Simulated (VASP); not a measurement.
# ZrTi (P4/mmm) in VASP: notebook

Runs on ZrTi. Level: LDA. Tasks: single point.

All numbers are computed with VASP 6.6.1; they aren't measurements. Logs are shortened: lines on timing, memory, paths and dates and some standing lists are left out, and cuts for length are marked.

## 1. The cell of the first run

Symmetry: P4/mmm, No. 123, tetragonal system. Conventional cell: a = 3.112 Å, b = 3.112 Å, c = 4.198 Å, α = 90.00°, β = 90.00°, γ = 90.00°. Within 4.0 Å of Zr (site symmetry 4/mmm) lie 8 Ti at 3.04 Å and 4 Zr at 3.11 Å. Ti (site symmetry 4/mmm) has 8 Zr at 3.04 Å and 4 Ti at 3.11 Å within 4.0 Å.

## 2. Single point, LDA

The input, INCAR:

```
ALGO     = Normal         # electronic algorithm
EDIFF    = 1E-7           # SCF threshold, eV
ENCUT    = 520            # plane-wave cutoff, eV
GGA      = CA             # functional
ISIF     = 2              # what is computed and relaxed
ISMEAR   = 0              # smearing method
LASPH    = True           # aspherical terms in the spheres
LCHARG   = False          # write CHGCAR
LREAL    = False          # projectors in reciprocal space
LWAVE    = False          # write WAVECAR
NBANDS   = 19             # bands
NELM     = 100            # most SCF steps
PREC     = Accurate       # precision mode
SIGMA    = 0.15           # smearing width, eV
```

The input, KPOINTS:

```
k-points
0
Gamma
  16 16 12
```

The input, POSCAR:

```
ZrTi
1.0
    3.1119350000      0.0000000000      0.0000000000
    0.0000000000      3.1119350000      0.0000000000
    0.0000000000      0.0000000000      4.1977650000
Zr Ti
1 1
Direct
    0.5000000000      0.5000000000      0.5000000000
    0.0000000000      0.0000000000      0.0000000000
```

Potentials or basis: VASP PAW LDA potentials, release 64 (Zr_sv, Ti_sv).

Command:

```bash
$ cat potpaw_LDA.64/Zr_sv/POTCAR potpaw_LDA.64/Ti_sv/POTCAR > POTCAR
$ mpirun -np 1 vasp_std > vasp.out
```

OUTCAR:

```text
EDIFF = 1E-7
   ENCUT = 520
   GGA = CA
   ISIF = 2
   ISMEAR = 0
   LASPH = True
   LREAL = False
   NELM = 100
   PREC = Accurate

 ion  position               nearest neighbor table
   1  0.500  0.500  0.500-   2 3.04   2 3.04   2 3.04   2 3.04   2 3.04   2 3.04   2 3.04   2 3.04

   2  0.000  0.000  0.000-   1 3.04   1 3.04   1 3.04   1 3.04   1 3.04   1 3.04   1 3.04   1 3.04

  LATTYP: Found a simple tetragonal cell.
 ALAT       =     3.1119350000
 C/A-ratio  =     1.3489243831

  Lattice vectors:

 A1 = (   3.1119350000,   0.0000000000,   0.0000000000)
 A2 = (   0.0000000000,   3.1119350000,   0.0000000000)
 A3 = (   0.0000000000,   0.0000000000,   4.1977650000)

Analysis of symmetry for initial positions (statically):
=====================================================================
 Subroutine PRICEL returns:
 Original cell was already a primitive cell.

 Routine SETGRP: Setting up the symmetry group for a
 simple tetragonal supercell.

 Subroutine GETGRP returns: Found 16 space group operations
 (whereof 16 operations were pure point group operations)
 out of a pool of 16 trial point group operations.

The static configuration has the point symmetry D_4h.

Analysis of symmetry for dynamics (positions and initial velocities):
=====================================================================
 Subroutine PRICEL returns:
 Original cell was already a primitive cell.

 Routine SETGRP: Setting up the symmetry group for a
 simple tetragonal supercell.

 Subroutine GETGRP returns: Found 16 space group operations
 (whereof 16 operations were pure point group operations)
 out of a pool of 16 trial point group operations.

The dynamic configuration has the point symmetry D_4h.

 Subroutine INISYM returns: Found 16 space group operations
 (whereof 16 operations are pure point group operations),
 and found     1 'primitive' translations

----------------------------------------------------------------------------------------

                                     Primitive cell

  volume of cell :      40.6517

  direct lattice vectors                    reciprocal lattice vectors
     3.111935000  0.000000000  0.000000000     0.321343473  0.000000000  0.000000000
     0.000000000  3.111935000  0.000000000     0.000000000  0.321343473  0.000000000
     0.000000000  0.000000000  4.197765000     0.000000000  0.000000000  0.238222006

[... 80 lines left out ...]
   LASPH  =      T    aspherical Exc in radial PAW
   ENCUT  =  520.0 eV  38.22 Ry    6.18 a.u.   5.79  5.79  7.81*2*pi/ulx,y,z
   NELM   =    100;   NELMIN=  2; NELMDL= -5     # of ELM steps
   EDIFF  = 0.1E-06   stopping-criterion for ELM
   LREAL  =      F    real-space projection
   EDIFFG = 0.1E-05   stopping-criterion for IOM
   NSW    =      0    number of steps for IOM
   IBRION =     -1    ionic relax: 0-MD 1-quasi-New 2-CG
   NFREE  =      0    steps in history (QN), initial steepest desc. (CG)
   ISIF   =      2    stress and relaxation
   ISYM   =      2    0-nonsym 1-usesym 2-fastsym
   POTIM  = 0.5000    time-step for ionic-motion
   TEBEG  =    0.0;   TEEND  =   0.0 temperature during run
   PSTRESS=    0.0 pullay stress
   NELECT =      24.0000    total number of electrons
   NUPDOWN=      -1.0000    fix difference up-down
   EMIN   =  10.00;   EMAX   =-10.00  energy-range for DOS
   EFERMI =   0.00;   METHOD = LEGACY
   ISMEAR =     0;   SIGMA  =   0.15  broadening in eV -4-tet -1-fermi 0-gaus
   EFERMI_NEDOS =   21; number of points for ismear=-14 and -15
   IALGO  =     38    algorithm
   IMIX   =      4    mixing-type and parameters
     AMIX     =   0.40;   BMIX     =  1.00
     AMIX_MAG =   1.60;   BMIX_MAG =  1.00
  volume/ion in A,a.u.               =      20.33       137.17
  Fermi-wavevector in a.u.,A,eV,Ry     =   1.373364  2.595281 25.662323  1.886128
  Thomas-Fermi vector in A             =   2.498887
   LORBIT       =      0    0 simple, 1 ext, 2 COOP (PROOUT), +10 PAW based schemes
   GGA     = CA    functional components
   LHFCALC =     F    Hartree Fock is set to
   AEXX    =    0.0000 exact exchange contribution
   IVDW    =     0    specifies the selected vdW correction
   LEPSILON=     F    determine dielectric tensor
   LRPA    =     F    only Hartree local field effects (RPA)
 non-spin polarized calculation
 Gauss-broadening in eV      SIGMA  =   0.15
  energy-cutoff  :      520.00
  volume of cell :       40.65
 maximum number of plane-waves:      1124
 NGX is ok and might be reduce to    24
   NGX = 11   NGY = 11   NGZ = 15

 number of electron      23.9999997 magnetization

 Free energy of the ion-electron system (eV)
  ---------------------------------------------------
  ext. energy  EPLUGINS =         0.00000000
  ---------------------------------------------------
  free energy    TOTEN  =       -17.62726476 eV

  energy without entropy =      -17.58787968  energy(sigma->0) =      -17.60757222

 E-fermi :   8.3703     XC(G=0): -11.5033

 val. band max:        8.3689624771   @ k =   0.1250   0.0625   0.3333
 cond. band min:       8.3718666642   @ k =   0.3125   0.1250   0.5000
 fundamental gap:      0.0029041871
 Fermi energy:         8.3702529471

 k-point     1 :       0.0000    0.0000    0.0000
  band No.  band energies     occupation
      1     -47.7759      2.00000
      2     -39.7552      2.00000
      3     -24.4376      2.00000
      4     -24.3004      2.00000
      5     -24.3004      2.00000
      6     -17.9359      2.00000
[... 505 lines left out ...]
      6     -18.3020      2.00000
[... 11 lines left out ...]
     18      12.2053      0.00000
     19      12.2366      0.00000

 [... further k-points ...]

------------------------ aborting loop because EDIFF is reached ----------------------------------------

  FORCE on cell =-STRESS in cart. coord.  units (eV):
  Direction    XX          YY          ZZ          XY          YZ          ZX
  --------------------------------------------------------------------------------------
  -------------------------------------------------------------------------------------
  Total       -1.8964274     -1.8964274     -1.8692410      0.0000000      0.0000000     -0.0000000
  in kB      -74.7425030    -74.7425030    -73.6710264      0.0000000      0.0000000     -0.0000000
  external PRESSURE =     -74.3853441 kB  Pullay stress =       0.0000000 kB

 VOLUME and BASIS-vectors are now :
 -----------------------------------------------------------------------------
  energy-cutoff  :      520.00
  volume of cell :       40.65
      direct lattice vectors                 reciprocal lattice vectors
     3.111935000  0.000000000  0.000000000     0.321343473  0.000000000  0.000000000
     0.000000000  3.111935000  0.000000000     0.000000000  0.321343473  0.000000000
     0.000000000  0.000000000  4.197765000     0.000000000  0.000000000  0.238222006

 POSITION                                       TOTAL-FORCE (eV/Angst)
 -----------------------------------------------------------------------------------
      1.55597      1.55597      2.09888         0.000000      0.000000      0.000000
      0.00000      0.00000      0.00000         0.000000      0.000000      0.000000
 -----------------------------------------------------------------------------------
    total drift:                                0.000000      0.000000     -0.000000

  FREE ENERGIE OF THE ION-ELECTRON SYSTEM (eV)
  ---------------------------------------------------
  free  energy   TOTEN  =       -17.6272647616 eV

  energy  without entropy=      -17.5878796835  energy(sigma->0) =      -17.60757222
```

stdout:

```text
POSCAR found type information on POSCAR ZrTi
 POSCAR found :  2 types and       2 ions
 scaLAPACK will be used
 LDA part: xc-table for (Slater(with rela. corr.)+CA(PZ))
 , standard interpolation
 POSCAR, INCAR and KPOINTS ok, starting setup
 FFT: planning ... GRIDC
 FFT: planning ... GRID_SOFT
 FFT: planning ... GRID
 WAVECAR not read
 entering main loop
```

It took 97 s on 1 thread of Intel Xeon Platinum 8488C (Sapphire Rapids), shared host; peak memory 0.33 GiB.

Results:

- Free energy: -17.6273 eV
- Pressure: -7.4 GPa
- Band gap on the k mesh: zero (band 12 reaches 9.19 eV, above the bottom of band 13 at 7.84 eV)

## 3. Single point, LDA

The input, INCAR:

```
SYSTEM = ZrTi
ALGO = Normal
EDIFF = 1E-6
ENCUT = 520
GGA = CA
ISIF = 2
ISMEAR = 0
LASPH = .True.
LCHARG = .False.
LREAL = .False.
LWAVE = .False.
NBANDS = 19
NELM = 100
PREC = Accurate
SIGMA = 0.15
```

The input, KPOINTS:

```
k-points
0
Gamma
  18 18 12
  0 0 0
```

POSCAR is that of step 2.

Potentials or basis: VASP PAW LDA potentials, release 64 (Zr_sv, Ti_sv).

Command:

```bash
$ cat potpaw_LDA.64/Zr_sv/POTCAR potpaw_LDA.64/Ti_sv/POTCAR > POTCAR
$ mpirun -np 1 vasp_std > vasp.out
```

OUTCAR:

```text
SYSTEM = ZrTi
   EDIFF = 1E-6
   ENCUT = 520
   GGA = CA
   ISIF = 2
   ISMEAR = 0
   LASPH = .True.
   LREAL = .False.
   NELM = 100
   PREC = Accurate

 ion  position               nearest neighbor table
   1  0.500  0.500  0.500-   2 3.04   2 3.04   2 3.04   2 3.04   2 3.04   2 3.04   2 3.04   2 3.04

   2  0.000  0.000  0.000-   1 3.04   1 3.04   1 3.04   1 3.04   1 3.04   1 3.04   1 3.04   1 3.04

  LATTYP: Found a simple tetragonal cell.
 ALAT       =     3.1119350000
 C/A-ratio  =     1.3489243831

  Lattice vectors:

 A1 = (   3.1119350000,   0.0000000000,   0.0000000000)
 A2 = (   0.0000000000,   3.1119350000,   0.0000000000)
 A3 = (   0.0000000000,   0.0000000000,   4.1977650000)

Analysis of symmetry for initial positions (statically):
=====================================================================
 Subroutine PRICEL returns:
 Original cell was already a primitive cell.

 Routine SETGRP: Setting up the symmetry group for a
 simple tetragonal supercell.

 Subroutine GETGRP returns: Found 16 space group operations
 (whereof 16 operations were pure point group operations)
 out of a pool of 16 trial point group operations.

The static configuration has the point symmetry D_4h.

[... 159 lines left out ...]
  energy without entropy =      -17.58704162  energy(sigma->0) =      -17.60705306

 E-fermi :   8.3699     XC(G=0): -11.5034

 val. band max:        8.3666152771   @ k =   0.5000   0.1667   0.0000
 cond. band min:       8.3719106811   @ k =   0.2778   0.0000   0.1667
 fundamental gap:      0.0052954040
 Fermi energy:         8.3698712082

 k-point     1 :       0.0000    0.0000    0.0000
  band No.  band energies     occupation
      1     -47.7769      2.00000
      2     -39.7559      2.00000
      3     -24.4388      2.00000
      4     -24.3011      2.00000
      5     -24.3011      2.00000
      6     -17.9363      2.00000
[... 505 lines left out ...]
      6     -18.1387      2.00000
[... 11 lines left out ...]
     18      11.8759      0.00000
     19      12.5807      0.00000

 [... further k-points ...]

------------------------ aborting loop because EDIFF is reached ----------------------------------------

  FORCE on cell =-STRESS in cart. coord.  units (eV):
  Direction    XX          YY          ZZ          XY          YZ          ZX
  --------------------------------------------------------------------------------------
  -------------------------------------------------------------------------------------
  Total       -1.8859483     -1.8859483     -1.8524138      0.0000000      0.0000000     -0.0000000
  in kB      -74.3294982    -74.3294982    -73.0078291      0.0000000      0.0000000     -0.0000000
  external PRESSURE =     -73.8889419 kB  Pullay stress =       0.0000000 kB

 VOLUME and BASIS-vectors are now :
 -----------------------------------------------------------------------------
  energy-cutoff  :      520.00
  volume of cell :       40.65
      direct lattice vectors                 reciprocal lattice vectors
     3.111935000  0.000000000  0.000000000     0.321343473  0.000000000  0.000000000
     0.000000000  3.111935000  0.000000000     0.000000000  0.321343473  0.000000000
     0.000000000  0.000000000  4.197765000     0.000000000  0.000000000  0.238222006

 POSITION                                       TOTAL-FORCE (eV/Angst)
 -----------------------------------------------------------------------------------
      1.55597      1.55597      2.09888         0.000000      0.000000      0.000000
      0.00000      0.00000      0.00000         0.000000      0.000000      0.000000
 -----------------------------------------------------------------------------------
    total drift:                                0.000000      0.000000     -0.000000

  FREE ENERGIE OF THE ION-ELECTRON SYSTEM (eV)
  ---------------------------------------------------
  free  energy   TOTEN  =       -17.6270645047 eV

  energy  without entropy=      -17.5870416195  energy(sigma->0) =      -17.60705306
```

OSZICAR:

```text
N       E                     dE             d eps       ncg     rms          rms(c)
DAV:   1     0.254500354176E+03    0.25450E+03   -0.12523E+04 14630   0.138E+03
DAV:   2     0.123834949193E+01   -0.25326E+03   -0.24769E+03 15232   0.407E+02
DAV:   3    -0.188190911023E+02   -0.20057E+02   -0.19610E+02 26380   0.100E+02
DAV:   4    -0.194779397396E+02   -0.65885E+00   -0.65638E+00 17755   0.162E+01
DAV:   5    -0.195062098839E+02   -0.28270E-01   -0.28252E-01 21849   0.246E+00    0.151E+01
DAV:   6    -0.191872884644E+02    0.31892E+00   -0.24266E+01 17693   0.289E+01    0.974E+00
DAV:   7    -0.178380278483E+02    0.13493E+01   -0.16696E+01 18607   0.191E+01    0.492E+00
DAV:   8    -0.176277084586E+02    0.21032E+00   -0.14117E+00 17556   0.771E+00    0.122E+00
DAV:   9    -0.176305541692E+02   -0.28457E-02   -0.19814E-01 20360   0.266E+00    0.596E-01
DAV:  10    -0.176274239965E+02    0.31302E-02   -0.22075E-02 17687   0.860E-01    0.192E-01
DAV:  11    -0.176271042028E+02    0.31979E-03   -0.45650E-03 20267   0.446E-01    0.811E-02
DAV:  12    -0.176270945109E+02    0.96919E-05   -0.41801E-04 19268   0.116E-01    0.650E-02
DAV:  13    -0.176270640574E+02    0.30453E-04   -0.12640E-04 16709   0.780E-02    0.869E-03
DAV:  14    -0.176270645047E+02   -0.44727E-06   -0.54548E-06 18329   0.151E-02
   1 F= -.17627065E+02 E0= -.17607053E+02  d E =-.400229E-01
```

stdout:

```text
POSCAR found type information on POSCAR ZrTi
 POSCAR found :  2 types and       2 ions
 scaLAPACK will be used
 LDA part: xc-table for (Slater(with rela. corr.)+CA(PZ))
 , standard interpolation
 POSCAR, INCAR and KPOINTS ok, starting setup
 FFT: planning ... GRIDC
 FFT: planning ... GRID_SOFT
 FFT: planning ... GRID
 WAVECAR not read
 entering main loop
```

Wall time 1.8 min (1 thread of Intel Xeon Platinum 8488C (Sapphire Rapids), shared host); peak memory 0.38 GiB.

Results:

- Free energy: -17.6271 eV
- Pressure: -7.4 GPa
- Band gap on the k mesh: zero (band 12 reaches 9.19 eV, above the bottom of band 13 at 7.75 eV)

Levels at points of the mesh, in eV from the Fermi level:
| k point | band 10 | band 11 | band 12 | band 13 | band 14 | band 15 |
| --- | --- | --- | --- | --- | --- | --- |
| (0.00, 0.00, 0.00) | -2.76 | -2.06 | 0.69 | 0.69 | 1.12 | 2.11 |
| (0.50, 0.00, 0.00) | -1.73 | -0.46 | -0.18 | -0.10 | -0.02 | 1.28 |
| (0.50, 0.50, 0.00) | -2.41 | -1.88 | -1.88 | 2.68 | 2.68 | 3.06 |
| (0.00, 0.00, 0.50) | -3.19 | -0.93 | -0.53 | 1.05 | 1.52 | 1.52 |
| (0.50, 0.00, 0.50) | -2.52 | 0.43 | 0.47 | 0.75 | 0.79 | 1.15 |
| (0.50, 0.50, 0.50) | -1.01 | -0.82 | -0.82 | -0.12 | -0.12 | 1.59 |
